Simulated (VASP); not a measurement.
Write the native input for VASP 6.6.1 that does the following.

- Task: single point
- Functional: PBE
- Potentials or basis: VASP PAW PBE potentials, release 64 (Hf_pv, O)
- Cutoff: 520 eV
- k mesh: 6 × 6 × 6
- Occupations: gaussian, width 0.05 eV
- Spin: no spin polarisation
- Dipole correction: no
- Further INCAR settings: ALGO = Normal; EDIFF = 1e-07; NBANDS = 31

The structure of HfO2 lies in POSCAR:

```
HfO2
1.0
    3.5580193300      0.0000000000      0.0000000000
    0.0000000000      3.5580193300      0.0000000000
    0.0000000000      0.0000000000      5.1718612100
Hf O
2 4
Direct
    0.5731477924      0.5000000000      0.4711493578
    0.0000000000      0.0000000000      0.0000000000
    0.0000000000      0.5000000000      0.6972078800
    0.5000000000      0.0000000000      0.8027921200
    0.5000000000      0.0000000000      0.3027921200
    0.0000000000      0.5000000000      0.1972078800
```

This cell differs from its parent crystal: atom 1 (Hf) moved -0.300 Å towards its neighbour atom 3 (O) at 2.051 Å.

One way to write it, as run:

INCAR

```
PREC = Accurate
ENCUT = 520
EDIFF = 1E-7
ISMEAR = 0
SIGMA = 0.05
LREAL = F
LASPH = T
NELM = 80
ALGO = Normal
ISIF = 2
LWAVE = F
LCHARG = T
GGA = PE
LELF = T
LVHAR = T
NBANDS = 31
```

KPOINTS

```
regular mesh
0
Gamma
  6 6 6
```

Potentials or basis: VASP PAW PBE potentials, release 64 (Hf_pv, O).

Launch:

```console
$ cat potpaw_PBE.64/Hf_pv/POTCAR potpaw_PBE.64/O/POTCAR > POTCAR
$ mpirun -np 1 vasp_std > vasp.out
```

It gave:

The pressure is 12.1 GPa and the largest force is 3.729 eV/Å. The band gap on the k mesh is 4.41 eV (least direct gap 4.49 eV).

Caveat: the cell differs from its parent crystal (atom 1 (Hf) moved -0.300 Å towards its neighbour atom 3 (O) at 2.051 Å); the stress differs along the axes, from 9 to 17 GPa; spin-orbit coupling is left out, which moves the levels of the heavy elements; forces of over 1 eV/Å act on the atoms, so gaps and moduli don't describe the material at rest.

Wall time 87 s on 1 thread of AMD EPYC 9R45 96-Core Processor (Zen 5) (shared host), peak memory 0.24 GiB.
